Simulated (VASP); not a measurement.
Set up this calculation in VASP 6.6.1, as the native input.

* Task: single point
* Functional: PBEsol
* Potentials or basis: VASP PAW PBE potentials, release 64 (Ti_sv, Al)
* Cutoff: 520 eV
* k mesh: 9 × 6 × 6
* Occupations: fermi-dirac, width 0.05 eV
* Spin: no spin polarisation
* Dipole correction: no
* Further INCAR settings: ALGO = Normal; EDIFF = 1e-06; NBANDS = 18

The structure of TiAl3 lies in POSCAR:

```
TiAl3
1.0
    2.8982332018      0.0000000000      0.0000000000
    0.0000000000      4.7777950630      0.0000000000
    0.0000000000      0.0000000000      4.7047123200
Ti Al
1 3
Direct
    0.0000000000      0.5000000000      0.1659160000
    0.0000000000      0.0000000000      0.8359000000
    0.5000000000      0.0000000000      0.3309120000
    0.5000000000      0.5000000000      0.6672710000
```

The input as run:

INCAR

```
SYSTEM = TiAl3
PREC = Accurate
ENCUT = 520
EDIFF = 1E-6
ISMEAR = -1
SIGMA = 0.05
LREAL = .FALSE.
LASPH = .TRUE.
NELM = 60
ALGO = Normal
ISIF = 2
LWAVE = .FALSE.
LCHARG = .FALSE.
GGA = PS
NBANDS = 18
```

KPOINTS

```
Automatic mesh
0
G
  9 6 6
  0 0 0
```

Potentials or basis: VASP PAW PBE potentials, release 64 (Ti_sv, Al).

Run with:

```bash
$ cat potpaw_PBE.64/Ti_sv/POTCAR potpaw_PBE.64/Al/POTCAR > POTCAR
$ mpirun -np 1 vasp_std > vasp.out
```

It gave:

* Pressure: -1.8 GPa
* Largest force: 0.084 eV/Å
* Band gap on the k mesh: zero (an odd number of electrons rules out a gap without spin polarisation)

Caveat: the stress differs along the axes, from -6 to 4 GPa; the PAW data sets were made with another functional, which shifts forces and pressure a little.

It took 94 s on 1 thread of Intel Xeon 8259CL, on a shared host, peak memory 0.24 GiB.
